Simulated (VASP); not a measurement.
## Ti: electric field gradients with PBEsol

Crystal: Ti.

```
CELL_PARAMETERS angstrom
-1.60750 1.60750 1.60750
1.60750 -1.60750 1.60750
1.60750 1.60750 -1.60750
ATOMIC_POSITIONS crystal
Ti 0.00000 0.00000 0.00000
```

This cell differs from its parent crystal: volume scaled by 0.94.

```
Program                : VASP 6.6.1
Task                   : electric field gradients
Functional             : PBEsol
Potentials or basis    : VASP PAW PBE potentials, release 64 (Ti_sv)
Cutoff                 : 520 eV
k mesh                 : 14 × 14 × 14
Occupations            : fermi-dirac, width 0.05 eV
Spin                   : no spin polarisation
Dipole correction      : no
Further INCAR settings : ALGO = Normal; EDIFF = 1e-08; NBANDS = 12
```

- Pressure: -0.8 GPa
- Band gap on the k mesh: zero (band 6 reaches 9.45 eV, above the bottom of band 7 at 7.73 eV)

Levels at points of the mesh, in eV from the Fermi level:
```
           k point  band 4  band 5  band 6  band 7  band 8  band 9
(0.00, 0.00, 0.00)  -32.09   -6.03    1.03    1.03    1.03    2.91
(0.50, 0.00, 0.00)  -32.10   -2.56   -0.44    1.30    2.90    3.27
(0.50, 0.50, 0.50)  -32.63   -2.25   -2.25    4.17    4.17    4.17
```

Run time: 12 s on 1 thread of Intel(R) Xeon(R) Platinum 8488C (Sapphire Rapids), with other jobs on the host, peak memory 0.15 GiB.

Caveat: without QUAD_EFG the Cq values of the log hold for a quadrupole moment of 1 mb, not for the nuclei; the PAW data sets were made with another functional, which shifts forces and pressure a little.
